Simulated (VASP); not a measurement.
Set up this calculation in VASP 6.6.1, as the native input.

```
Task                   : single point
Functional             : PBEsol
Potentials or basis    : VASP PAW PBE potentials, release 64 (Li_sv, Y_sv)
Cutoff                 : 520 eV
k mesh                 : 8 × 8 × 5
Occupations            : gaussian, width 0.1 eV
Spin                   : non-collinear spin, zero start, spin-orbit coupling
Starting moments       : [[0.0, 0.0, 0.0], [0.0, 0.0, 0.0]] μB
Dipole correction      : no
Further INCAR settings : ALGO = Normal; EDIFF = 1e-06; NBANDS = 26
```

The structure of LiY lies in POSCAR:

```
LiY
1.0
    3.0834595800      0.0000000000      0.0000000000
   -1.5417297900      2.6703543300      0.0000000000
    0.0000000000      0.0000000000      4.5284494500
Li Y
1 1
Direct
    0.0000000000      0.0000000000      0.8887955400
    0.0000000000      0.0000000000      0.4055029000
```

The input as run:

INCAR

```
SYSTEM = LiY
ALGO     = Normal         ! electronic algorithm
EDIFF    = 1E-6           ! SCF threshold, eV
ENCUT    = 520            ! plane-wave cutoff, eV
GGA      = PS             ! functional
GGA_COMPAT= .FALSE.      
ISIF     = 2              ! what is computed and relaxed
ISMEAR   = 0              ! smearing method
LASPH    = .TRUE.         ! aspherical terms in the spheres
LCHARG   = .FALSE.        ! write CHGCAR
LMAXMIX  = 4              ! l up to which the mixer works
LORBIT   = 11             ! projections on sites
LORBMOM  = .TRUE.       
LREAL    = .FALSE.        ! projectors in reciprocal space
LSORBIT  = .TRUE.         ! spin-orbit coupling
LWAVE    = .FALSE.        ! write WAVECAR
MAGMOM   = 0 0 0 0 0 0    ! initial moments
NBANDS   = 26             ! bands
NELM     = 150            ! most SCF steps
PREC     = Accurate       ! precision mode
SIGMA    = 0.1            ! smearing width, eV
```

KPOINTS

```
k-points
0
G
  8 8 5
  0 0 0
```

Potentials or basis: VASP PAW PBE potentials, release 64 (Li_sv, Y_sv).

The run is started by

```bash
$ cat potpaw_PBE.64/Li_sv/POTCAR potpaw_PBE.64/Y_sv/POTCAR > POTCAR
$ mpirun -np 1 vasp_ncl > vasp.out
```

It gave:

The largest force is 0.632 eV/Å. The net moment is 0.00 μB per cell and the valence electrons inside the program's atomic spheres are Li 2.14; Y 10.01.

Caveat: the PAW data sets were made with another functional, which shifts forces and pressure a little.

Wall time 78 s on 1 thread of AMD EPYC 7R13 Processor (Zen 3) (shared host), peak memory 0.26 GiB.
